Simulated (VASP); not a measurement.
# NiO: single point with PBE+U

The system is NiO.

```
Ni O
1.0
    -2.15080   -2.15080    4.30506
    -4.30506   -2.15080    2.15080
    -2.15080   -4.30506    2.15080
Ni O
2 2
Direct
  0.00000 0.00000 0.00000
  0.50000 0.50000 0.50000
  0.25000 0.25000 0.25000
  0.75000 0.75000 0.75000
```

| Quantity | Value |
| --- | --- |
| Program | VASP 6.6.1 |
| Task | single point |
| Functional | PBE |
| Potentials or basis | VASP PAW PBE potentials, release 64 (Ni, O) |
| Cutoff | 600 eV |
| k mesh | 10 × 10 × 10 |
| Occupations | gaussian, width 0.05 eV |
| Spin | collinear spin, antiferromagnetic start |
| Starting moments | [1.87, -1.87, 0.0, 0.0] μB |
| Hubbard terms | Ni d U = 6.2 eV |
| Dipole correction | no |
| Further INCAR settings | ALGO = Normal; EDIFF = 1e-06; NBANDS = 28 |

```
Pressure                                              : -13.5 GPa
Band gap on the k mesh                                : 2.76 eV
Net moment                                            : 0.00 μB per cell
Site moments                                          : Ni +1.77, -1.77; O +0.00 μB
Valence electrons inside the program's atomic spheres : Ni 8.84; O 4.97
```

Levels at points of the mesh, in eV from the valence-band top:
Spin up:
```csv
k point,band 13,band 14,band 15,band 16,band 17,band 18,band 19,band 20
"(0.00, 0.00, 0.00)",-0.67,-0.59,-0.59,-0.58,2.76,4.15,4.15,6.99
"(0.50, 0.00, 0.00)",-1.86,-1.58,-1.21,-0.57,4.07,4.11,8.43,8.73
"(0.50, 0.50, 0.00)",-1.84,-1.83,-0.60,-0.52,4.31,4.41,7.00,7.17
"(0.50, 0.50, 0.50)",-1.16,-1.16,0.00,0.00,4.04,4.04,5.47,5.59
```
Spin down:
| k point | band 14 | band 15 | band 16 | band 17 | band 18 | band 19 |
| --- | --- | --- | --- | --- | --- | --- |
| (0.00, 0.00, 0.00) | -0.59 | -0.59 | -0.58 | 2.76 | 4.15 | 4.15 |
| (0.50, 0.00, 0.00) | -1.58 | -1.21 | -0.57 | 4.07 | 4.11 | 8.43 |
| (0.50, 0.50, 0.00) | -1.83 | -0.60 | -0.52 | 4.31 | 4.41 | 7.00 |
| (0.50, 0.50, 0.50) | -1.16 | 0.00 | 0.00 | 4.04 | 4.04 | 5.47 |

Eigenvalues of the final occupation matrices:
| site | spin | trace | eigenvalues |
| --- | --- | --- | --- |
| site 1 d | 1 | 4.98 | 0.98 0.98 0.98 1.02 1.02 |
| site 1 d | 2 | 3.21 | 0.14 0.14 0.98 0.98 0.98 |
| site 2 d | 1 | 3.21 | 0.14 0.14 0.98 0.98 0.98 |
| site 2 d | 2 | 4.98 | 0.98 0.98 0.98 1.02 1.02 |

Run time: 9.4 min on 1 thread of Intel(R) Xeon(R) 6975P-C (Granite Rapids), with other jobs on the host, peak memory 0.45 GiB.

Caveat: the cell stands under tension. A k mesh can miss the band edges.
